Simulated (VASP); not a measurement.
# Be7B (Im-3m) in VASP: a series of runs

Be7B is run at these levels: PBE; tasks: single point, relaxation of cell and atoms.

All numbers are computed with VASP 6.6.1; they aren't measurements. Logs are shortened: lines on timing, memory, paths and dates and some standing lists are left out, and cuts for length are marked.

**1. The cell of the first run**

The structure is cubic, space group Im-3m (No. 229). Conventional cell: a = 4.955 Å, b = 4.955 Å, c = 4.955 Å, α = 90.00°, β = 90.00°, γ = 90.00°. Be (site symmetry 4/mmm) has 12 Be at 2.15 to 2.48 Å and 2 B at 2.48 Å within 2.8 Å. Be (site symmetry -3m) has 12 Be at 2.15 to 2.48 Å and 2 B at 2.15 Å within 2.8 Å. Within 2.8 Å of B (site symmetry m-3m) lie 14 Be at 2.15 to 2.48 Å.

**2. Single point, PBE**

Contents of INCAR:

```
SYSTEM = Be7B
  PREC = Accurate
  ENCUT = 520
  EDIFF = 1E-6
  ISMEAR = 0
  SIGMA = 0.1
  LREAL = .False.
  LASPH = .True.
  NELM = 100
  ALGO = Normal
  ISIF = 2
  LWAVE = .False.
  LCHARG = .False.
  GGA = PE
  NBANDS = 18
```

Contents of KPOINTS:

```
Automatic mesh
0
Gamma
  12 12 12
  0 0 0
```

Contents of POSCAR:

```
Be7B
1.0
   -2.4774635304      2.4774635304      2.4774635304
    2.4774635304     -2.4774635304      2.4774635304
    2.4774635304      2.4774635304     -2.4774635304
Be B
7 1
Direct
    0.0000000000      0.5000000000      0.5000000000
    0.5000000000      0.5000000000      0.0000000000
    0.5000000000      0.0000000000      0.5000000000
    0.0000000000      0.0000000000      0.5000000000
    0.0000000000      0.5000000000      0.0000000000
    0.5000000000      0.0000000000      0.0000000000
    0.5000000000      0.5000000000      0.5000000000
    0.0000000000      0.0000000000      0.0000000000
```

Potentials or basis: VASP PAW PBE potentials, release 64 (Be, B).

Command:

```
> cat potpaw_PBE.64/Be/POTCAR potpaw_PBE.64/B/POTCAR > POTCAR
> mpirun -np 1 vasp_std > vasp.out
```

OUTCAR:

```text
SYSTEM = Be7B
   PREC = Accurate
   ENCUT = 520
   EDIFF = 1E-6
   ISMEAR = 0
   LREAL = .False.
   LASPH = .True.
   NELM = 100
   ISIF = 2
   GGA = PE

 ion  position               nearest neighbor table
   1  0.000  0.500  0.500-   4 2.15   5 2.15   6 2.15   7 2.15   5 2.15   4 2.15   7 2.15   6 2.15

   2  0.500  0.500  0.000-   4 2.15   5 2.15   6 2.15   7 2.15   7 2.15   6 2.15   5 2.15   4 2.15

   3  0.500  0.000  0.500-   4 2.15   5 2.15   6 2.15   7 2.15   6 2.15   7 2.15   4 2.15   5 2.15
[... 7 lines left out ...]
   7  0.500  0.500  0.500-   1 2.15   2 2.15   3 2.15   8 2.15   2 2.15   3 2.15   1 2.15   8 2.15

   8  0.000  0.000  0.000-   4 2.15   5 2.15   6 2.15   7 2.15   4 2.15   5 2.15   6 2.15   7 2.15

  LATTYP: Found a body centered cubic cell.
 ALAT       =     4.9549270608

  Lattice vectors:

 A1 = (  -2.4774635304,   2.4774635304,   2.4774635304)
 A2 = (   2.4774635304,  -2.4774635304,   2.4774635304)
 A3 = (   2.4774635304,   2.4774635304,  -2.4774635304)

Analysis of symmetry for initial positions (statically):
=====================================================================
 Subroutine PRICEL returns:
 Original cell was already a primitive cell.

 Routine SETGRP: Setting up the symmetry group for a
 body centered cubic supercell.

 Subroutine GETGRP returns: Found 48 space group operations
 (whereof 48 operations were pure point group operations)
 out of a pool of 48 trial point group operations.

The static configuration has the point symmetry O_h .

Analysis of symmetry for dynamics (positions and initial velocities):
=====================================================================
 Subroutine PRICEL returns:
 Original cell was already a primitive cell.

 Routine SETGRP: Setting up the symmetry group for a
 body centered cubic supercell.

 Subroutine GETGRP returns: Found 48 space group operations
 (whereof 48 operations were pure point group operations)
 out of a pool of 48 trial point group operations.

The dynamic configuration has the point symmetry O_h .

 Subroutine INISYM returns: Found 48 space group operations
 (whereof 48 operations are pure point group operations),
 and found     1 'primitive' translations

----------------------------------------------------------------------------------------

                                     Primitive cell

  volume of cell :      60.8250
[... 106 lines left out ...]
   NFREE  =      0    steps in history (QN), initial steepest desc. (CG)
   ISIF   =      2    stress and relaxation
   ISYM   =      2    0-nonsym 1-usesym 2-fastsym
   POTIM  = 0.5000    time-step for ionic-motion
   TEBEG  =    0.0;   TEEND  =   0.0 temperature during run
   PSTRESS=    0.0 pullay stress
   NELECT =      17.0000    total number of electrons
   NUPDOWN=      -1.0000    fix difference up-down
   EMIN   =  10.00;   EMAX   =-10.00  energy-range for DOS
   EFERMI =   0.00;   METHOD = LEGACY
   ISMEAR =     0;   SIGMA  =   0.10  broadening in eV -4-tet -1-fermi 0-gaus
   EFERMI_NEDOS =   21; number of points for ismear=-14 and -15
   IALGO  =     38    algorithm
   IMIX   =      4    mixing-type and parameters
     AMIX     =   0.40;   BMIX     =  1.00
     AMIX_MAG =   1.60;   BMIX_MAG =  1.00
  volume/ion in A,a.u.               =       7.60        51.31
  Fermi-wavevector in a.u.,A,eV,Ry     =   1.070362  2.022690 15.587842  1.145674
  Thomas-Fermi vector in A             =   2.206069
   LORBIT       =      0    0 simple, 1 ext, 2 COOP (PROOUT), +10 PAW based schemes
   GGA     = PE    functional components
   LHFCALC =     F    Hartree Fock is set to
   AEXX    =    0.0000 exact exchange contribution
   IVDW    =     0    specifies the selected vdW correction
   LEPSILON=     F    determine dielectric tensor
   LRPA    =     F    only Hartree local field effects (RPA)
 non-spin polarized calculation
 Gauss-broadening in eV      SIGMA  =   0.10
  energy-cutoff  :      520.00
  volume of cell :       60.82
 maximum number of plane-waves:      1664
   NGX = 15   NGY = 15   NGZ = 15

 number of electron      17.0000000 magnetization

 Free energy of the ion-electron system (eV)
  ---------------------------------------------------
  ext. energy  EPLUGINS =         0.00000000
  ---------------------------------------------------
  free energy    TOTEN  =       -30.91067568 eV

  energy without entropy =      -30.90022490  energy(sigma->0) =      -30.90545029

 E-fermi :   7.8962     XC(G=0): -10.8842

 val. band max:        7.8781525570   @ k =   0.2500   0.2500   0.1667
 cond. band min:       7.9022328715   @ k =  -0.3333   0.4167   0.1667
 fundamental gap:      0.0240803145
 Fermi energy:         7.8962256368

 k-point     1 :       0.0000    0.0000    0.0000
  band No.  band energies     occupation
      1      -4.9688      2.00000
      2       2.1931      2.00000
      3       2.1931      2.00000
      4       2.1931      2.00000
      5       2.7842      2.00000
      6       2.7842      2.00000
[... 481 lines left out ...]
      5       3.2421      2.00000
      6       3.6502      2.00000
[... 10 lines left out ...]
     17      14.5123      0.00000
     18      14.6818      0.00000

 [... further k-points ...]

------------------------ aborting loop because EDIFF is reached ----------------------------------------

  FORCE on cell =-STRESS in cart. coord.  units (eV):
  Direction    XX          YY          ZZ          XY          YZ          ZX
  --------------------------------------------------------------------------------------
  -------------------------------------------------------------------------------------
  Total        0.0681720      0.0681720      0.0681720      0.0000000      0.0000000     -0.0000000
  in kB        1.7957052      1.7957052      1.7957052      0.0000000      0.0000000     -0.0000000
  external PRESSURE =       1.7957052 kB  Pullay stress =       0.0000000 kB

 VOLUME and BASIS-vectors are now :
 -----------------------------------------------------------------------------
  energy-cutoff  :      520.00
  volume of cell :       60.82
      direct lattice vectors                 reciprocal lattice vectors
    -2.477463530  2.477463530  2.477463530     0.000000000  0.201819318  0.201819318
     2.477463530 -2.477463530  2.477463530     0.201819318  0.000000000  0.201819318
     2.477463530  2.477463530 -2.477463530     0.201819318  0.201819318  0.000000000

 POSITION                                       TOTAL-FORCE (eV/Angst)
 -----------------------------------------------------------------------------------
      2.47746      0.00000      0.00000        -0.000000     -0.000000      0.000000
      0.00000      0.00000      2.47746         0.000000      0.000000      0.000000
      0.00000      2.47746      0.00000         0.000000      0.000000     -0.000000
      1.23873      1.23873     -1.23873         0.000000      0.000000     -0.000000
      1.23873     -1.23873      1.23873         0.000000     -0.000000     -0.000000
     -1.23873      1.23873      1.23873        -0.000000      0.000000      0.000000
      1.23873      1.23873      1.23873        -0.000000      0.000000     -0.000000
      0.00000      0.00000      0.00000         0.000000      0.000000     -0.000000
 -----------------------------------------------------------------------------------
    total drift:                               -0.000000      0.000000      0.000000

  FREE ENERGIE OF THE ION-ELECTRON SYSTEM (eV)
  ---------------------------------------------------
  free  energy   TOTEN  =       -30.9106756835 eV

  energy  without entropy=      -30.9002248981  energy(sigma->0) =      -30.90545029
```

OSZICAR:

```text
N       E                     dE             d eps       ncg     rms          rms(c)
DAV:   1     0.136590136094E+02    0.13659E+02   -0.65024E+03  2592   0.795E+02
DAV:   2    -0.295512926272E+02   -0.43210E+02   -0.39705E+02  3534   0.150E+02
DAV:   3    -0.311337712999E+02   -0.15825E+01   -0.15499E+01  3514   0.224E+01
DAV:   4    -0.311456861206E+02   -0.11915E-01   -0.11898E-01  3296   0.231E+00
DAV:   5    -0.311457834348E+02   -0.97314E-04   -0.97275E-04  3462   0.177E-01    0.257E+00
DAV:   6    -0.309767636712E+02    0.16902E+00   -0.35324E-02  3492   0.150E+00    0.156E+00
DAV:   7    -0.309125315588E+02    0.64232E-01   -0.21141E-02  3192   0.128E+00    0.353E-01
DAV:   8    -0.309107009940E+02    0.18306E-02   -0.60953E-04  3384   0.274E-01    0.491E-02
DAV:   9    -0.309106751433E+02    0.25851E-04   -0.13967E-04  3332   0.711E-02    0.919E-03
DAV:  10    -0.309106756835E+02   -0.54023E-06   -0.29275E-06  3398   0.113E-02
   1 F= -.30910676E+02 E0= -.30905450E+02  d E =-.104508E-01
```

stdout:

```text
POSCAR found type information on POSCAR BeB
 POSCAR found :  2 types and       8 ions
 scaLAPACK will be used
 LDA part: xc-table for (Slater+PW92), standard interpolation
 POSCAR, INCAR and KPOINTS ok, starting setup
 FFT: planning ... GRIDC
 FFT: planning ... GRID_SOFT
 FFT: planning ... GRID
 WAVECAR not read
 entering main loop
```

Wall time 18 s (1 thread of Intel Xeon 6975P-C (Granite Rapids), shared host); peak memory 0.2 GiB.

Results:

* Free energy: -30.9107 eV
* Pressure: 0.2 GPa

**3. Single point, PBE**

Contents of INCAR:

```
SYSTEM = Be7B
PREC     = Accurate       ! precision mode
ENCUT    = 520            ! plane-wave cutoff, eV
EDIFF    = 1E-6           ! SCF threshold, eV
ISMEAR   = 0              ! smearing method
SIGMA    = 0.1            ! smearing width, eV
LREAL    = .FALSE.        ! projectors in reciprocal space
LASPH    = .TRUE.         ! aspherical terms in the spheres
NELM     = 100            ! most SCF steps
ALGO     = Normal         ! electronic algorithm
ISIF     = 2              ! what is computed and relaxed
LWAVE    = .FALSE.        ! write WAVECAR
LCHARG   = .FALSE.        ! write CHGCAR
GGA      = PE             ! functional
NBANDS   = 18             ! bands
```

Contents of KPOINTS:

```
Automatic mesh
0
G
  12 12 12
  0 0 0
```

POSCAR is that of step 2.

Potentials or basis: VASP PAW PBE potentials, release 64 (Be, B).

Command:

```
> cat potpaw_PBE.64/Be/POTCAR potpaw_PBE.64/B/POTCAR > POTCAR
> mpirun -np 1 vasp_std > vasp.out
```

OUTCAR:

```text
SYSTEM = Be7B
   PREC = Accurate
   ENCUT = 520
   EDIFF = 1E-6
   ISMEAR = 0
   LREAL = .FALSE.
   LASPH = .TRUE.
   NELM = 100
   ISIF = 2
   GGA = PE

 ion  position               nearest neighbor table
   1  0.000  0.500  0.500-   4 2.15   5 2.15   6 2.15   7 2.15   5 2.15   4 2.15   7 2.15   6 2.15

   2  0.500  0.500  0.000-   4 2.15   5 2.15   6 2.15   7 2.15   7 2.15   6 2.15   5 2.15   4 2.15

   3  0.500  0.000  0.500-   4 2.15   5 2.15   6 2.15   7 2.15   6 2.15   7 2.15   4 2.15   5 2.15
[... 7 lines left out ...]
   7  0.500  0.500  0.500-   1 2.15   2 2.15   3 2.15   8 2.15   2 2.15   3 2.15   1 2.15   8 2.15

   8  0.000  0.000  0.000-   4 2.15   5 2.15   6 2.15   7 2.15   4 2.15   5 2.15   6 2.15   7 2.15

  LATTYP: Found a body centered cubic cell.
 ALAT       =     4.9549270608

  Lattice vectors:

 A1 = (  -2.4774635304,   2.4774635304,   2.4774635304)
 A2 = (   2.4774635304,  -2.4774635304,   2.4774635304)
 A3 = (   2.4774635304,   2.4774635304,  -2.4774635304)

Analysis of symmetry for initial positions (statically):
[... 194 lines left out ...]
      1      -4.9688      2.00000
      2       2.1931      2.00000
      3       2.1931      2.00000
      4       2.1931      2.00000
      5       2.7842      2.00000
      6       2.7842      2.00000
[... 481 lines left out ...]
      5       3.2421      2.00000
      6       3.6502      2.00000
[... 10 lines left out ...]
     17      14.5123      0.00000
     18      14.6818      0.00000

 [... further k-points ...]

------------------------ aborting loop because EDIFF is reached ----------------------------------------

  FORCE on cell =-STRESS in cart. coord.  units (eV):
  Direction    XX          YY          ZZ          XY          YZ          ZX
  --------------------------------------------------------------------------------------
  -------------------------------------------------------------------------------------
  Total        0.0681720      0.0681720      0.0681720      0.0000000      0.0000000     -0.0000000
  in kB        1.7957052      1.7957052      1.7957052      0.0000000      0.0000000     -0.0000000
  external PRESSURE =       1.7957052 kB  Pullay stress =       0.0000000 kB

 VOLUME and BASIS-vectors are now :
 -----------------------------------------------------------------------------
  energy-cutoff  :      520.00
  volume of cell :       60.82
      direct lattice vectors                 reciprocal lattice vectors
    -2.477463530  2.477463530  2.477463530     0.000000000  0.201819318  0.201819318
     2.477463530 -2.477463530  2.477463530     0.201819318  0.000000000  0.201819318
     2.477463530  2.477463530 -2.477463530     0.201819318  0.201819318  0.000000000

 POSITION                                       TOTAL-FORCE (eV/Angst)
 -----------------------------------------------------------------------------------
      2.47746      0.00000      0.00000        -0.000000     -0.000000      0.000000
      0.00000      0.00000      2.47746         0.000000      0.000000      0.000000
      0.00000      2.47746      0.00000         0.000000      0.000000     -0.000000
      1.23873      1.23873     -1.23873         0.000000      0.000000     -0.000000
      1.23873     -1.23873      1.23873         0.000000     -0.000000     -0.000000
     -1.23873      1.23873      1.23873        -0.000000      0.000000      0.000000
      1.23873      1.23873      1.23873        -0.000000      0.000000     -0.000000
      0.00000      0.00000      0.00000         0.000000      0.000000     -0.000000
 -----------------------------------------------------------------------------------
    total drift:                               -0.000000      0.000000      0.000000

  FREE ENERGIE OF THE ION-ELECTRON SYSTEM (eV)
  ---------------------------------------------------
  free  energy   TOTEN  =       -30.9106756835 eV

  energy  without entropy=      -30.9002248981  energy(sigma->0) =      -30.90545029
```

stdout:

```text
POSCAR found type information on POSCAR BeB
 POSCAR found :  2 types and       8 ions
 scaLAPACK will be used
 LDA part: xc-table for (Slater+PW92), standard interpolation
 POSCAR, INCAR and KPOINTS ok, starting setup
 FFT: planning ... GRIDC
 FFT: planning ... GRID_SOFT
 FFT: planning ... GRID
 WAVECAR not read
 entering main loop
```

It took 19 s on 1 thread of Intel Xeon 6975P-C (Granite Rapids), shared host; peak memory 0.21 GiB.

What came out:

```yaml
Free_energy: -30.9107 eV
Pressure: 0.2 GPa
```

**4. Relaxation of cell and atoms, PBE**

This run uses another cell than the first one, of 7.48 Å³/atom, 0.984 times its volume.

Contents of INCAR:

```
SYSTEM = Be7B
ALGO = Normal ; EDIFF = 1E-6
EDIFFG = -0.01 ; ENCUT = 600
GGA = PE ; IBRION = 2
ISIF = 3 ; ISMEAR = 0
LASPH = .True. ; LCHARG = .False.
LREAL = .False. ; LWAVE = .False.
NELM = 100 ; NSW = 100
PREC = Accurate ; SIGMA = 0.1
```

Contents of KPOINTS:

```
k-points
0
Gamma
  12 12 12
  0 0 0
```

POSCAR, as its differences from that of step 3:

```diff
@@ -2,5 +2,5 @@
 1.0
-   -2.4774635304      2.4774635304      2.4774635304
-    2.4774635304     -2.4774635304      2.4774635304
-    2.4774635304      2.4774635304     -2.4774635304
+   -2.4638978000      2.4638978000      2.4638978000
+    2.4638978000     -2.4638978000      2.4638978000
+    2.4638978000      2.4638978000     -2.4638978000
 Be B
```

Command:

```
> cat potpaw_PBE.64/Be/POTCAR potpaw_PBE.64/B/POTCAR > POTCAR
> mpirun -np 1 vasp_std > vasp.out
```

Wall time 65 s (1 thread of Intel Xeon 6975P-C (Granite Rapids), shared host); peak memory 0.23 GiB.

The run converged. Its results:

| Quantity | Value |
| --- | --- |
| Free energy | -30.9114 eV |
| Relaxed volume | 7.61 Å³/atom |
| Relaxed cell | a = 4.293 Å, b = 4.293 Å, c = 4.293 Å, α = 109.47°, β = 109.47°, γ = 109.47° |
| Space group after relaxing (to 0.05 Å) | Im-3m (No. 229) |
| Energy gained by relaxing | 1.0 meV/atom |
| Ionic steps | 3 |
| Pressure after relaxing | 0.0 GPa |

The path:
```
step  energy change (eV)  largest force (eV/Å)  pressure (GPa)  volume (Å³)
   1              0.0000                0.0000            2.41        59.83
   2             -0.0079                0.0000            0.22        60.81
   3             -0.0080                0.0000            0.00        60.91
```

Final structure:
```xyz
8
Lattice="-2.4787 2.4787 2.4787 2.4787 -2.4787 2.4787 2.4787 2.4787 -2.4787" Properties=species:S:1:pos:R:3 pbc="T T T"
Be    2.4787    0.0000    0.0000
Be    0.0000    0.0000    2.4787
Be    0.0000    2.4787    0.0000
Be    1.2393    1.2393   -1.2393
Be    1.2393   -1.2393    1.2393
Be   -1.2393    1.2393    1.2393
Be    1.2393    1.2393    1.2393
B     0.0000    0.0000    0.0000
```

Levels at points of the mesh, in eV from the Fermi level:
| k point | band 5 | band 6 | band 7 | band 8 | band 9 | band 10 | band 11 | band 12 |
| --- | --- | --- | --- | --- | --- | --- | --- | --- |
| (0.00, 0.00, 0.00) | -5.11 | -5.11 | -5.11 | -2.94 | 0.72 | 0.72 | 0.72 | 0.74 |
| (0.50, 0.00, 0.00) | -5.89 | -5.57 | -2.78 | -2.18 | 0.85 | 0.94 | 2.69 | 3.71 |
| (0.50, 0.50, 0.50) | -7.66 | -7.66 | 0.14 | 0.14 | 0.14 | 0.85 | 0.85 | 0.85 |

(Part 1 of 2 ends here.)
